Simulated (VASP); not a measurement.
# PbS (P6_3mc) in VASP: further runs

Aim: see how the results for PbS move with the level of theory and the settings. Levels: PBE, r2SCAN. Tasks: single point.

Everything below comes from runs of VASP 6.6.1. Logs are shortened: lines on timing, memory, paths and dates and some standing lists are left out, and cuts for length are marked.

### Step 1. The cell of the first run

The structure is hexagonal, space group P6_3mc (No. 186). Conventional cell: a = 4.086 Å, b = 4.086 Å, c = 7.469 Å, α = 90.00°, β = 90.00°, γ = 120.00°. Within 3.8 Å of Pb (site symmetry 3m) lie 6 S at 2.85 to 3.19 Å and 2 Pb at 3.73 Å. S (site symmetry 3m) has 6 Pb at 2.85 to 3.19 Å within 3.8 Å.

### Step 2. Single point, PBE

The input, INCAR:

```
PREC = Accurate
ENCUT = 520
EDIFF = 1E-6
ISMEAR = 0
SIGMA = 0.01
LREAL = F
LASPH = T
NELM = 100
ALGO = Normal
ISIF = 2
LWAVE = F
LCHARG = F
GGA = PE
NBANDS = 28
```

The input, KPOINTS:

```
Automatic mesh
0
Gamma
  6 6 2
```

The input, POSCAR:

```
PbS
1.0
    2.0429167103     -3.5384928845      0.0000000000
    2.0429167103      3.5384928845      0.0000000000
    0.0000000000      0.0000000000      7.4692080844
Pb S
2 2
Direct
   -0.0000017378      1.0000017378      0.4829158743
    1.0000017378     -0.0000017378      0.9829158743
    0.6666675205      0.3333324795      0.6962841257
    0.3333324795      0.6666675205      0.1962841257
```

Potentials or basis: VASP PAW PBE potentials, release 64 (Pb_d, S).

Started as:

```bash
> cat potpaw_PBE.64/Pb_d/POTCAR potpaw_PBE.64/S/POTCAR > POTCAR
> mpirun -np 1 vasp_std > vasp.out
```

OUTCAR:

```text
PREC = Accurate
   ENCUT = 520
   EDIFF = 1E-6
   ISMEAR = 0
   LREAL = F
   LASPH = T
   NELM = 100
   ISIF = 2
   GGA = PE

 ion  position               nearest neighbor table
   1  1.000  0.000  0.483-   3 2.85   3 2.85   3 2.85   4 3.19   4 3.19   4 3.19   2 3.73   2 3.73

   2  0.000  1.000  0.983-   4 2.85   4 2.85   4 2.85   3 3.19   3 3.19   3 3.19   1 3.73   1 3.73

   3  0.667  0.333  0.696-   1 2.85   1 2.85   1 2.85   2 3.19   2 3.19   2 3.19
   4  0.333  0.667  0.196-   2 2.85   2 2.85   2 2.85   1 3.19   1 3.19   1 3.19

  LATTYP: Found a base centered orthorhombic cell.
 ALAT       =     4.0858334206
 B/A-ratio  =     1.7320788785
 C/A-ratio  =     1.8280745482

  Lattice vectors:

 A1 = (   2.0429167103,  -3.5384928845,   0.0000000000)
 A2 = (   2.0429167103,   3.5384928845,   0.0000000000)
 A3 = (   0.0000000000,   0.0000000000,   7.4692080844)

Analysis of symmetry for initial positions (statically):
=====================================================================
 Subroutine PRICEL returns:
 Original cell was already a primitive cell.

 Routine SETGRP: Setting up the symmetry group for a
 base centered orthorhombic supercell.

 Subroutine GETGRP returns: Found  4 space group operations
 (whereof  2 operations were pure point group operations)
 out of a pool of  8 trial point group operations.

The static configuration has the point symmetry C_1h.
 The point group associated with its full space group is C_2v.

Analysis of symmetry for dynamics (positions and initial velocities):
=====================================================================
 Subroutine PRICEL returns:
 Original cell was already a primitive cell.

 Routine SETGRP: Setting up the symmetry group for a
 base centered orthorhombic supercell.

 Subroutine GETGRP returns: Found  4 space group operations
 (whereof  2 operations were pure point group operations)
 out of a pool of  8 trial point group operations.

The dynamic configuration has the point symmetry C_1h.
 The point group associated with its full space group is C_2v.

 Subroutine INISYM returns: Found  4 space group operations
 (whereof  2 operations are pure point group operations),
 and found     1 'primitive' translations

----------------------------------------------------------------------------------------

                                     Primitive cell

  volume of cell :     107.9875

  direct lattice vectors                    reciprocal lattice vectors
     2.042916710 -3.538492885  0.000000000     0.244748108 -0.141303096  0.000000000
     2.042916710  3.538492885  0.000000000     0.244748108  0.141303096  0.000000000
     0.000000000  0.000000000  7.469208084     0.000000000  0.000000000  0.133883002

  length of vectors
     4.085883084  4.085883084  7.469208084     0.282609627  0.282609627  0.133883002

  position of ions in fractional coordinates (direct lattice)
     0.999998262  0.000001738  0.482915874
     0.000001738  0.999998262  0.982915874
     0.666667520  0.333332480  0.696284126
     0.333332480  0.666667520  0.196284126

  ion indices of the primitive-cell ions
   primitive index   ion index
                 1           1
                 2           2
                 3           3
                 4           4

----------------------------------------------------------------------------------------

 KPOINTS: Automatic mesh

Automatic generation of k-mesh.
 Grid dimensions read from file:
 generate k-points for:    6    6    2

 Generating k-lattice:

  Cartesian coordinates                     Fractional coordinates (reciprocal lattice)
     0.040791351 -0.023550516  0.000000000     0.166666667  0.000000000  0.000000000
     0.040791351  0.023550516  0.000000000     0.000000000  0.166666667  0.000000000
     0.000000000  0.000000000  0.066941501     0.000000000  0.000000000  0.500000000

  Length of vectors
     0.047101605  0.047101605  0.066941501

  Shift w.r.t. Gamma in fractional coordinates (k-lattice)
     0.000000000  0.000000000  0.000000000

 Subroutine IBZKPT returns following result:
 ===========================================

 Found     26 irreducible k-points:

 Following reciprocal coordinates:
            Coordinates               Weight
  0.000000  0.000000  0.000000      1.000000
  0.166667  0.000000  0.000000      4.000000
  0.333333 -0.000000  0.000000      4.000000
  0.500000  0.000000  0.000000      2.000000
  0.166667  0.166667  0.000000      2.000000
  0.333333  0.166667  0.000000      4.000000
[... 16 lines left out ...]
  0.333333  0.333333  0.500000      2.000000
  0.500000  0.333333  0.500000      4.000000
 [... further k-points ...]
   k-points           NKPTS =     26   k-points in BZ     NKDIM =     26   number of bands    NBANDS=     28
   number of dos      NEDOS =    301   number of ions     NIONS =      4
   total plane-waves  NPLWV =  50400
   dimension x,y,z NGX =    30 NGY =   30 NGZ =   56
   dimension x,y,z NGXF=    60 NGYF=   60 NGZF=  112
   ions per type =               2   2
   NGX,Y,Z   is equivalent  to a cutoff of  12.21, 12.21, 12.46 a.u.
   NGXF,Y,Z  is equivalent  to a cutoff of  24.41, 24.41, 24.93 a.u.
 SYSTEM =  unknown system
   PREC   = accura    normal or accurate (medium, high low for compatibility)
   ISTART =      0    job   : 0-new  1-cont  2-samecut
   ICHARG =      2    charge: 1-file 2-atom 10-const
   ISPIN  =      1    spin polarized calculation?
   LNONCOLLINEAR =      F non collinear calculations
   LSORBIT =      F    spin-orbit coupling
   LASPH  =      T    aspherical Exc in radial PAW
   ENCUT  =  520.0 eV  38.22 Ry    6.18 a.u.   7.60  7.60 13.89*2*pi/ulx,y,z
   NELM   =    100;   NELMIN=  2; NELMDL= -5     # of ELM steps
   EDIFF  = 0.1E-05   stopping-criterion for ELM
   LREAL  =      F    real-space projection
   EDIFFG = 0.1E-04   stopping-criterion for IOM
   NSW    =      0    number of steps for IOM
   IBRION =     -1    ionic relax: 0-MD 1-quasi-New 2-CG
   NFREE  =      0    steps in history (QN), initial steepest desc. (CG)
   ISIF   =      2    stress and relaxation
   ISYM   =      2    0-nonsym 1-usesym 2-fastsym
   POTIM  = 0.5000    time-step for ionic-motion
   TEBEG  =    0.0;   TEEND  =   0.0 temperature during run
   PSTRESS=    0.0 pullay stress
   NELECT =      40.0000    total number of electrons
   NUPDOWN=      -1.0000    fix difference up-down
   EMIN   =  10.00;   EMAX   =-10.00  energy-range for DOS
   EFERMI =   0.00;   METHOD = LEGACY
   ISMEAR =     0;   SIGMA  =   0.01  broadening in eV -4-tet -1-fermi 0-gaus
   EFERMI_NEDOS =   21; number of points for ismear=-14 and -15
   IALGO  =     38    algorithm
   IMIX   =      4    mixing-type and parameters
     AMIX     =   0.40;   BMIX     =  1.00
     AMIX_MAG =   1.60;   BMIX_MAG =  1.00
  volume/ion in A,a.u.               =      27.00       182.18
  Fermi-wavevector in a.u.,A,eV,Ry     =   1.175719  2.221787 18.807549  1.382316
  Thomas-Fermi vector in A             =   2.312095
   LORBIT       =      0    0 simple, 1 ext, 2 COOP (PROOUT), +10 PAW based schemes
   GGA     = PE    functional components
   LHFCALC =     F    Hartree Fock is set to
   AEXX    =    0.0000 exact exchange contribution
   IVDW    =     0    specifies the selected vdW correction
   LEPSILON=     F    determine dielectric tensor
   LRPA    =     F    only Hartree local field effects (RPA)
 non-spin polarized calculation
 Gauss-broadening in eV      SIGMA  =   0.01
  energy-cutoff  :      520.00
  volume of cell :      107.99
 maximum number of plane-waves:      2937
   NGX = 15   NGY = 15   NGZ = 27

 number of electron      40.0000003 magnetization

 Free energy of the ion-electron system (eV)
  ---------------------------------------------------
  ext. energy  EPLUGINS =         0.00000000
  ---------------------------------------------------
  free energy    TOTEN  =       -17.28509790 eV

  energy without entropy =      -17.28509790  energy(sigma->0) =      -17.28509790

 E-fermi :   5.5793     XC(G=0):  -9.4896

 val. band max:        5.4726420802   @ k =   0.3333   0.3333   0.0000
 cond. band min:       5.8621272560   @ k =   0.5000   0.0000   0.0000
 fundamental gap:      0.3894851757
 Fermi energy:         5.5793253633

 k-point     1 :       0.0000    0.0000    0.0000
  band No.  band energies     occupation
      1     -11.4855      2.00000
      2     -11.4359      2.00000
      3     -11.4359      2.00000
      4     -11.4216      2.00000
      5     -11.4215      2.00000
      6     -11.3971      2.00000
[... 20 lines left out ...]
     27      12.3140      0.00000
     28      13.1685      0.00000

 k-point     2 :       0.1667    0.0000    0.0000
  band No.  band energies     occupation
      1     -11.4790      2.00000
      2     -11.4589      2.00000
      3     -11.4280      2.00000
      4     -11.4232      2.00000
      5     -11.4088      2.00000
      6     -11.4063      2.00000
[... 20 lines left out ...]
     27      11.6050      0.00000
     28      12.3105      0.00000

 k-point     3 :       0.3333   -0.0000    0.0000
  band No.  band energies     occupation
      1     -11.5185      2.00000
      2     -11.4641      2.00000
      3     -11.4446      2.00000
      4     -11.4165      2.00000
      5     -11.4161      2.00000
      6     -11.3771      2.00000
[... 20 lines left out ...]
     27      11.5804      0.00000
     28      13.4626      0.00000

 k-point     4 :       0.5000    0.0000    0.0000
  band No.  band energies     occupation
      1     -11.5466      2.00000
      2     -11.4612      2.00000
      3     -11.4541      2.00000
      4     -11.4179      2.00000
      5     -11.4160      2.00000
      6     -11.3822      2.00000
[... 578 lines left out ...]
     27      12.6131      0.00000
     28      12.6131      0.00000

 k-point    23 :       0.3333    0.3333    0.5000
  band No.  band energies     occupation
      1     -11.4747      2.00000
      2     -11.4747      2.00000
      3     -11.4094      2.00000
      4     -11.4094      2.00000
      5     -11.3870      2.00000
      6     -11.3870      2.00000
[... 20 lines left out ...]
     27      13.1630      0.00000
     28      13.1630      0.00000

 k-point    24 :       0.5000    0.3333    0.5000
  band No.  band energies     occupation
      1     -11.4809      2.00000
      2     -11.4809      2.00000
      3     -11.4071      2.00000
      4     -11.4071      2.00000
      5     -11.3982      2.00000
      6     -11.3982      2.00000
[... 20 lines left out ...]
     27      12.4535      0.00000
     28      12.4535      0.00000

 [... further k-points ...]
[... 5 lines left out ...]
  --------------------------------------------------------------------------------------
  -------------------------------------------------------------------------------------
  Total        1.3693840      1.3689860      1.1282242      0.0000000      0.0000000      0.0000000
  in kB       20.3171270     20.3112213     16.7391137      0.0000000      0.0000000      0.0000000
  external PRESSURE =      19.1224873 kB  Pullay stress =       0.0000000 kB

 VOLUME and BASIS-vectors are now :
 -----------------------------------------------------------------------------
  energy-cutoff  :      520.00
  volume of cell :      107.99
      direct lattice vectors                 reciprocal lattice vectors
     2.042916710 -3.538492885  0.000000000     0.244748108 -0.141303096  0.000000000
     2.042916710  3.538492885  0.000000000     0.244748108  0.141303096  0.000000000
     0.000000000  0.000000000  7.469208084     0.000000000  0.000000000  0.133883002

 POSITION                                       TOTAL-FORCE (eV/Angst)
 -----------------------------------------------------------------------------------
      2.04292     -3.53848      3.60700         0.000000      0.000005     -0.041925
      2.04292      3.53848      7.34160         0.000000     -0.000005     -0.041925
      2.04292     -1.17950      5.20069         0.000000     -0.000022      0.041925
      2.04292      1.17950      1.46609         0.000000      0.000022      0.041925
 -----------------------------------------------------------------------------------
    total drift:                               -0.000000      0.000000     -0.004607

  FREE ENERGIE OF THE ION-ELECTRON SYSTEM (eV)
  ---------------------------------------------------
  free  energy   TOTEN  =       -17.2850978984 eV

  energy  without entropy=      -17.2850978984  energy(sigma->0) =      -17.28509790
```

Run time: 27 s. Hardware: 1 thread of Intel Xeon 6975P-C (Granite Rapids), shared host; peak memory 0.24 GiB.

Results:

```
Free energy            : -17.2851 eV
Pressure               : 1.9 GPa
Largest force          : 0.042 eV/Å
Band gap on the k mesh : 0.39 eV, indirect (least direct gap 0.94 eV)
```

Forces in eV/Å, atoms in the order of the input:
```
Pb   0.000  0.000 -0.042
Pb   0.000  0.000 -0.042
S    0.000  0.000  0.042
S    0.000  0.000  0.042
```

Levels at points of the mesh, in eV from the valence-band top:
```csv
k point,band 16,band 17,band 18,band 19,band 20,band 21,band 22,band 23,band 24,band 25
"(0.00, 0.00, 0.00)",-1.93,-1.93,-1.56,-1.56,-0.07,0.88,3.44,3.44,3.82,3.82
"(0.50, 0.00, 0.00)",-4.19,-3.05,-1.86,-1.59,-0.91,0.39,2.29,2.69,3.87,4.35
"(0.50, 0.50, 0.00)",-4.19,-3.05,-1.86,-1.59,-0.91,0.39,2.29,2.69,3.87,4.35
"(0.00, 0.00, 0.50)",-1.75,-1.75,-1.75,-1.43,-1.43,2.64,2.64,3.52,3.52,3.52
"(0.50, 0.00, 0.50)",-3.37,-2.55,-2.55,-2.55,-2.55,2.42,2.42,3.20,3.20,3.75
"(0.50, 0.50, 0.50)",-3.37,-2.55,-2.55,-2.55,-2.55,2.42,2.42,3.20,3.20,3.75
```

Caveat: the k points lie up to 0.42 Å⁻¹ apart; spin-orbit coupling is left out, which moves the levels of the heavy elements. A k mesh can miss the band edges.

### Step 3. Single point, r2SCAN

POSCAR is that of step 2.

The input, INCAR.step1:

```
PREC     = Accurate       # precision mode
ENCUT    = 520            # plane-wave cutoff, eV
ISMEAR   = 0              # smearing method
SIGMA    = 0.01           # smearing width, eV
LREAL    = F              # projectors in reciprocal space
LASPH    = T              # aspherical terms in the spheres
NELM     = 80             # most SCF steps
NBANDS   = 28             # bands
GGA      = PE             # functional
ALGO     = Normal         # electronic algorithm
EDIFF    = 1E-4           # SCF threshold, eV
LWAVE    = T              # write WAVECAR
LCHARG   = F              # write CHGCAR
```

The input, INCAR.step2:

```
PREC     = Accurate       # precision mode
ENCUT    = 520            # plane-wave cutoff, eV
EDIFF    = 1E-6           # SCF threshold, eV
ISMEAR   = 0              # smearing method
SIGMA    = 0.01           # smearing width, eV
LREAL    = F              # projectors in reciprocal space
LASPH    = T              # aspherical terms in the spheres
NELM     = 80             # most SCF steps
ALGO     = Normal         # electronic algorithm
ISIF     = 2              # what is computed and relaxed
LWAVE    = F              # write WAVECAR
LCHARG   = F              # write CHGCAR
METAGGA  = R2SCAN         # meta-GGA
LMIXTAU  = T            
NBANDS   = 28             # bands
ISTART   = 1
```

KPOINTS is that of step 2.

Potentials or basis: VASP PAW PBE potentials, release 64 (Pb_d, S).

Started as:

```bash
> cat potpaw_PBE.64/Pb_d/POTCAR potpaw_PBE.64/S/POTCAR > POTCAR
> cp INCAR.step1 INCAR
> mpirun -np 1 vasp_std > vasp.out
> cp INCAR.step2 INCAR
> mpirun -np 1 vasp_std > vasp.out
```

Run time: 1.8 min. Hardware: 1 thread of Intel Xeon 6975P-C (Granite Rapids), shared host; peak memory 0.25 GiB.

It converged, with:

```yaml
Free_energy: -130.9710 eV
Pressure: 1.0 GPa
Largest_force: 0.020 eV/Å
Band_gap_on_the_k_mesh: 0.58 eV, indirect (least direct gap 0.99 eV)
```

Forces in eV/Å, atoms in the order of the input:
```
Pb   0.000  0.000  0.020
Pb   0.000  0.000  0.020
S    0.000  0.000 -0.020
S    0.000  0.000 -0.020
```

Stress tensor (GPa, compression positive):
```
1.07 0.00 0.00
0.00 1.07 0.00
0.00 0.00 0.86
```

Levels at points of the mesh, in eV from the valence-band top:
| k point | band 18 | band 19 | band 20 | band 21 | band 22 | band 23 |
| --- | --- | --- | --- | --- | --- | --- |
| (0.00, 0.00, 0.00) | -1.77 | -1.77 | 0.00 | 0.99 | 3.62 | 3.62 |
| (0.50, 0.00, 0.00) | -2.08 | -1.78 | -1.03 | 0.58 | 2.44 | 2.85 |
| (0.50, 0.50, 0.00) | -2.08 | -1.78 | -1.03 | 0.58 | 2.44 | 2.85 |
| (0.00, 0.00, 0.50) | -1.96 | -1.51 | -1.51 | 2.85 | 2.85 | 3.70 |
| (0.50, 0.00, 0.50) | -2.77 | -2.72 | -2.72 | 2.62 | 2.62 | 3.39 |
| (0.50, 0.50, 0.50) | -2.77 | -2.72 | -2.72 | 2.62 | 2.62 | 3.39 |

Caveat: the k points lie up to 0.42 Å⁻¹ apart; the PAW data sets were made with another functional, which shifts forces and pressure a little; spin-orbit coupling is left out, which moves the levels of the heavy elements. A k mesh can miss the band edges.
